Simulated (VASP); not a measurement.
# Te (P6_3/mmc) in VASP: notebook, part 2 of 2

VASP 6.6.1.

## Step 3: Single point, revPBE (29.21 Å³/atom)

This run uses another cell than the first one, of 29.21 Å³/atom.

Contents of INCAR:

```
PREC = Accurate ; ENCUT = 520
EDIFF = 1E-7 ; ISMEAR = -1
SIGMA = 0.1 ; LREAL = False
LASPH = True ; NELM = 80
ALGO = Normal ; ISIF = 2
LWAVE = False ; LCHARG = False
GGA = RE ; NBANDS = 20
```

Contents of KPOINTS:

```
Automatic mesh
0
Gamma
  10 10 5
```

Contents of POSCAR:

```
Te
1.0
    4.1158680483      0.0000000000      0.0000000000
   -2.0579340241      3.5644462885      0.0000000000
    0.0000000000      0.0000000000      7.9641056022
Te
4
Direct
    0.0000000000      1.0000000000      0.0000000000
    0.0000000000      1.0000000000      0.5000000000
    0.3333333333      0.6666666667      0.2500000000
    0.6666666667      0.3333333333      0.7500000000
```

Potentials or basis: VASP PAW PBE potentials, release 64 (Te).

Launch:

```console
> cat potpaw_PBE.64/Te/POTCAR > POTCAR
> mpirun -np 1 vasp_std > vasp.out
```

OUTCAR:

```text
PREC = Accurate
   ENCUT = 520
   EDIFF = 1E-7
   ISMEAR = -1
   LREAL = False
   LASPH = True
   NELM = 80
   ISIF = 2
   GGA = RE

 ion  position               nearest neighbor table
   1  0.000  0.000  0.000-   3 3.10   4 3.10   4 3.10   3 3.10   4 3.10   3 3.10
   2  0.000  0.000  0.500-   3 3.10   4 3.10   4 3.10   3 3.10   4 3.10   3 3.10
   3  0.333  0.667  0.250-   1 3.10   2 3.10   1 3.10   2 3.10   1 3.10   2 3.10
   4  0.667  0.333  0.750-   1 3.10   2 3.10   1 3.10   2 3.10   1 3.10   2 3.10

  LATTYP: Found a hexagonal cell.
 ALAT       =     4.1158680483
 C/A-ratio  =     1.9349759294

  Lattice vectors:

 A1 = (   4.1158680483,   0.0000000000,   0.0000000000)
 A2 = (  -2.0579340241,   3.5644462885,   0.0000000000)
 A3 = (   0.0000000000,   0.0000000000,   7.9641056022)

Analysis of symmetry for initial positions (statically):
=====================================================================
 Subroutine PRICEL returns:
 Original cell was already a primitive cell.

 Routine SETGRP: Setting up the symmetry group for a
 hexagonal supercell.

 Subroutine GETGRP returns: Found 24 space group operations
 (whereof 12 operations were pure point group operations)
 out of a pool of 24 trial point group operations.

The static configuration has the point symmetry D_3d.
 The point group associated with its full space group is D_6h.

Analysis of symmetry for dynamics (positions and initial velocities):
=====================================================================
 Subroutine PRICEL returns:
 Original cell was already a primitive cell.

 Routine SETGRP: Setting up the symmetry group for a
 hexagonal supercell.

 Subroutine GETGRP returns: Found 24 space group operations
 (whereof 12 operations were pure point group operations)
 out of a pool of 24 trial point group operations.

The dynamic configuration has the point symmetry D_3d.
 The point group associated with its full space group is D_6h.

 Subroutine INISYM returns: Found 24 space group operations
 (whereof 12 operations are pure point group operations),
 and found     1 'primitive' translations

----------------------------------------------------------------------------------------

                                     Primitive cell

  volume of cell :     116.8397

  direct lattice vectors                    reciprocal lattice vectors
     4.115868048  0.000000000  0.000000000     0.242962114  0.140274242  0.000000000
    -2.057934024  3.564446289  0.000000000     0.000000000  0.280548483  0.000000000
     0.000000000  0.000000000  7.964105602     0.000000000  0.000000000  0.125563378

  length of vectors
     4.115868048  4.115868048  7.964105602     0.280548483  0.280548483  0.125563378

  position of ions in fractional coordinates (direct lattice)
     0.000000000  0.000000000  0.000000000
     0.000000000  0.000000000  0.500000000
     0.333333333  0.666666667  0.250000000
     0.666666667  0.333333333  0.750000000

  ion indices of the primitive-cell ions
   primitive index   ion index
                 1           1
                 2           2
                 3           3
                 4           4

----------------------------------------------------------------------------------------

[... 23 lines left out ...]

 Following reciprocal coordinates:
            Coordinates               Weight
  0.000000  0.000000  0.000000      1.000000
  0.100000 -0.000000  0.000000      6.000000
  0.200000 -0.000000  0.000000      6.000000
  0.300000  0.000000  0.000000      6.000000
  0.400000 -0.000000  0.000000      6.000000
  0.500000 -0.000000  0.000000      3.000000
[... 16 lines left out ...]
  0.300000  0.100000  0.200000     24.000000
  0.400000  0.100000  0.200000     24.000000
 [... further k-points ...]
   k-points           NKPTS =     42   k-points in BZ     NKDIM =     42   number of bands    NBANDS=     20
   number of dos      NEDOS =    301   number of ions     NIONS =      4
   total plane-waves  NPLWV =  61440
   dimension x,y,z NGX =    32 NGY =   32 NGZ =   60
   dimension x,y,z NGXF=    64 NGYF=   64 NGZF=  120
   ions per type =               4
   NGX,Y,Z   is equivalent  to a cutoff of  12.93, 12.93, 12.52 a.u.
   NGXF,Y,Z  is equivalent  to a cutoff of  25.85, 25.85, 25.05 a.u.
 SYSTEM =  unknown system
   PREC   = accura    normal or accurate (medium, high low for compatibility)
   ISTART =      0    job   : 0-new  1-cont  2-samecut
   ICHARG =      2    charge: 1-file 2-atom 10-const
   ISPIN  =      1    spin polarized calculation?
   LNONCOLLINEAR =      F non collinear calculations
   LSORBIT =      F    spin-orbit coupling
   LASPH  =      T    aspherical Exc in radial PAW
   ENCUT  =  520.0 eV  38.22 Ry    6.18 a.u.   7.65  7.65 14.81*2*pi/ulx,y,z
   NELM   =     80;   NELMIN=  2; NELMDL= -5     # of ELM steps
   EDIFF  = 0.1E-06   stopping-criterion for ELM
   LREAL  =      F    real-space projection
   EDIFFG = 0.1E-05   stopping-criterion for IOM
   NSW    =      0    number of steps for IOM
   IBRION =     -1    ionic relax: 0-MD 1-quasi-New 2-CG
   NFREE  =      0    steps in history (QN), initial steepest desc. (CG)
   ISIF   =      2    stress and relaxation
   ISYM   =      2    0-nonsym 1-usesym 2-fastsym
   POTIM  = 0.5000    time-step for ionic-motion
   TEBEG  =    0.0;   TEEND  =   0.0 temperature during run
   PSTRESS=    0.0 pullay stress
   NELECT =      24.0000    total number of electrons
   NUPDOWN=      -1.0000    fix difference up-down
   EMIN   =  10.00;   EMAX   =-10.00  energy-range for DOS
   EFERMI =   0.00;   METHOD = LEGACY
   ISMEAR =    -1;   SIGMA  =   0.10  broadening in eV -4-tet -1-fermi 0-gaus
   EFERMI_NEDOS =   21; number of points for ismear=-14 and -15
   IALGO  =     38    algorithm
   IMIX   =      4    mixing-type and parameters
     AMIX     =   0.40;   BMIX     =  1.00
     AMIX_MAG =   1.60;   BMIX_MAG =  1.00
  volume/ion in A,a.u.               =      29.21       197.12
  Fermi-wavevector in a.u.,A,eV,Ry     =   0.965936  1.825355 12.694679  0.933033
  Thomas-Fermi vector in A             =   2.095695
   LORBIT       =      0    0 simple, 1 ext, 2 COOP (PROOUT), +10 PAW based schemes
   GGA     = RE    functional components
   LHFCALC =     F    Hartree Fock is set to
   AEXX    =    0.0000 exact exchange contribution
   IVDW    =     0    specifies the selected vdW correction
   LEPSILON=     F    determine dielectric tensor
   LRPA    =     F    only Hartree local field effects (RPA)
 non-spin polarized calculation
  energy-cutoff  :      520.00
  volume of cell :      116.84
 maximum number of plane-waves:      3174
 NGX is ok and might be reduce to    32
   NGX = 15   NGY = 15   NGZ = 29

 number of electron      24.0000000 magnetization

 Free energy of the ion-electron system (eV)
  ---------------------------------------------------
  ext. energy  EPLUGINS =         0.00000000
  ---------------------------------------------------
  free energy    TOTEN  =       -10.43226057 eV

  energy without entropy =      -10.34936380  energy(sigma->0) =      -10.39081219

 E-fermi :   8.0339     XC(G=0):  -9.7453

 val. band max:        8.0229992285   @ k =   0.4000   0.1000   0.4000
 cond. band min:       8.0509566642   @ k =   0.3000   0.1000   0.4000
 fundamental gap:      0.0279574357
 Fermi energy:         8.0339420722

 k-point     1 :       0.0000    0.0000    0.0000
  band No.  band energies     occupation
      1      -6.4570      2.00000
      2      -4.3912      2.00000
      3      -4.2702      2.00000
      4      -0.1681      2.00000
      5       3.6312      2.00000
      6       5.2177      2.00000
[... 541 lines left out ...]
     19      15.4033      0.00000
     20      15.8633      0.00000

 [... further k-points ...]

------------------------ aborting loop because EDIFF is reached ----------------------------------------

  FORCE on cell =-STRESS in cart. coord.  units (eV):
  Direction    XX          YY          ZZ          XY          YZ          ZX
  --------------------------------------------------------------------------------------
  -------------------------------------------------------------------------------------
  Total        4.7716290      4.7716290      7.2116947      0.0000000      0.0000000     -0.0000000
  in kB       65.4314771     65.4314771     98.8911410      0.0000000      0.0000000     -0.0000000
  external PRESSURE =      76.5846984 kB  Pullay stress =       0.0000000 kB

 VOLUME and BASIS-vectors are now :
 -----------------------------------------------------------------------------
  energy-cutoff  :      520.00
  volume of cell :      116.84
      direct lattice vectors                 reciprocal lattice vectors
     4.115868048  0.000000000  0.000000000     0.242962114  0.140274242  0.000000000
    -2.057934024  3.564446289  0.000000000     0.000000000  0.280548483  0.000000000
     0.000000000  0.000000000  7.964105602     0.000000000  0.000000000  0.125563378

 POSITION                                       TOTAL-FORCE (eV/Angst)
 -----------------------------------------------------------------------------------
      0.00000      0.00000      0.00000         0.000000      0.000000     -0.000000
      0.00000      0.00000      3.98205         0.000000      0.000000     -0.000000
     -0.00000      2.37630      1.99103         0.000000     -0.000000     -0.000000
      2.05793      1.18815      5.97308        -0.000000      0.000000      0.000000
 -----------------------------------------------------------------------------------
    total drift:                                0.000000     -0.000000      0.000000

  FREE ENERGIE OF THE ION-ELECTRON SYSTEM (eV)
  ---------------------------------------------------
  free  energy   TOTEN  =       -10.4322605746 eV

  energy  without entropy=      -10.3493637972  energy(sigma->0) =      -10.39081219
```

OSZICAR:

```text
N       E                     dE             d eps       ncg     rms          rms(c)
DAV:   1     0.101037019437E+03    0.10104E+03   -0.89333E+03  1680   0.971E+02
DAV:   2    -0.355620424192E+01   -0.10459E+03   -0.10181E+03  2284   0.151E+02
DAV:   3    -0.102960679191E+02   -0.67399E+01   -0.66450E+01  2068   0.392E+01
DAV:   4    -0.104140751784E+02   -0.11801E+00   -0.11776E+00  2016   0.606E+00
DAV:   5    -0.104167722328E+02   -0.26971E-02   -0.26970E-02  2028   0.983E-01    0.173E+01
DAV:   6    -0.104243400755E+02   -0.75678E-02   -0.79336E-03  1964   0.538E-01    0.106E+01
DAV:   7    -0.104322300496E+02   -0.78900E-02   -0.12499E-02  1916   0.653E-01    0.266E-01
DAV:   8    -0.104321509056E+02    0.79144E-04   -0.63963E-04  1940   0.164E-01    0.222E-01
DAV:   9    -0.104322640272E+02   -0.11312E-03   -0.47383E-04  1924   0.107E-01    0.124E-01
DAV:  10    -0.104322557989E+02    0.82283E-05   -0.34558E-05  1964   0.339E-02    0.484E-02
DAV:  11    -0.104322600956E+02   -0.42967E-05   -0.12352E-05  1936   0.178E-02    0.264E-02
DAV:  12    -0.104322606438E+02   -0.54828E-06   -0.17678E-06  1972   0.693E-03    0.147E-02
DAV:  13    -0.104322605746E+02    0.69274E-07   -0.26463E-07  1632   0.281E-03
   1 F= -.10432261E+02 E0= -.10390812E+02  d E =-.828968E-01
```

stdout:

```text
POSCAR found type information on POSCAR Te
 POSCAR found :  1 types and       4 ions
 scaLAPACK will be used
 -----------------------------------------------------------------------------
|                                                                             |
|                                                                             |
|     You enforced a specific xc type in the INCAR file but a different       |
|     I HOPE YOU KNOW WHAT YOU ARE DOING!                                     |
|                                                                             |
 -----------------------------------------------------------------------------

 LDA part: xc-table for (Slater+PW92), standard interpolation
 POSCAR, INCAR and KPOINTS ok, starting setup
 FFT: planning ... GRIDC
 FFT: planning ... GRID_SOFT
 FFT: planning ... GRID
 WAVECAR not read
 entering main loop
```

Run time: 45 s. Hardware: 1 thread of Oxide Virtual Turin-like, shared host; peak memory 0.23 GiB.

What came out:

```
Free energy            : -10.4323 eV
Pressure               : 7.7 GPa
Band gap on the k mesh : zero (bands 12 and 13 overlap by 2.29 eV)
```

Caveat: the cell stands under pressure; the PAW data sets were made with another functional, which shifts forces and pressure a little; spin-orbit coupling is left out, which moves the levels of the heavy elements.

The gap in the log of VASP goes by the Fermi energy; the results here count the filled bands.